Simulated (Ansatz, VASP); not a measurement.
## Sr: VASP beside Ansatz

The input INCAR:

```
  ALGO = Fast
  EDIFF = 1E-6
  ENCUT = 520
  GGA = PS
  ISIF = 2
  ISMEAR = 0
  LASPH = True
  LCHARG = False
  LREAL = False
  LWAVE = False
  NBANDS = 17
  NELM = 100
  PREC = Accurate
  SIGMA = 0.15
```

KPOINTS

```
k-points
0
Gamma
  15 15 8
```

Contents of POSCAR:

```
Sr
1.0
    4.2699641622      0.0000000000      0.0000000000
   -2.1349820811      3.6978974377      0.0000000000
    0.0000000000      0.0000000000      6.6376592901
Sr
2
Direct
    0.3333333333      0.6666666667      0.2500000000
    0.6666666667      0.3333333333      0.7500000000
```

Input for Ansatz:

```yaml
crystal:
  lattice:
    - [4.2699641622, 0.0, 0.0]
    - [-2.1349820811, 3.6978974377, 0.0]
    - [0.0, 0.0, 6.6376592901]
  atoms:
    - { symbol: Sr, position: [0.3333333333, 0.6666666667, 0.25] }
    - { symbol: Sr, position: [0.6666666667, 0.3333333333, 0.75] }
basis:
  ecutwfc: 420
kpoints:
  mp_grid: { grid: [15, 15, 8] }
hamiltonian:
  xc: pbesol
  pseudopotentials: { kind: paw }
scf:
  occupations: { method: gaussian, width: 0.15 }
output:
  forces: true
  stress: true
  eigenvalues: true
  write_density: true
  write_potential: true
  elf: true
  volumetric_format: npy
```

Alike in both runs: task single point; functional PBEsol; k mesh 15 × 15 × 8; occupations gaussian, width 0.15 eV; no spin polarisation.

|  | VASP | Ansatz |
| --- | --- | --- |
| version | VASP 6.6.1 | Ansatz 0.2.0 |
| potentials or method | VASP PAW PBE potentials, release 64 (Sr_sv), cutoff 520 eV | scalar-relativistic, plane waves, PAW |
| valence electrons in the cell | 20 | 20 |

|  | VASP | Ansatz | Ansatz less VASP |
| --- | --- | --- | --- |
| gap on the k mesh at the Fermi level (eV) | none | none | - |
| pressure (GPa) | 0.0 | 0.0 | -0.01 |
| traceless stress, the component that is largest in VASP (GPa) | 0.80 | 0.80 | -0.003 |

VASP's potentials were made for PBE, not for PBEsol. A gap of «none» marks a metal or a gap that the smearing closes. The functional is the same, so the differences come from potentials, cutoffs and numerics.
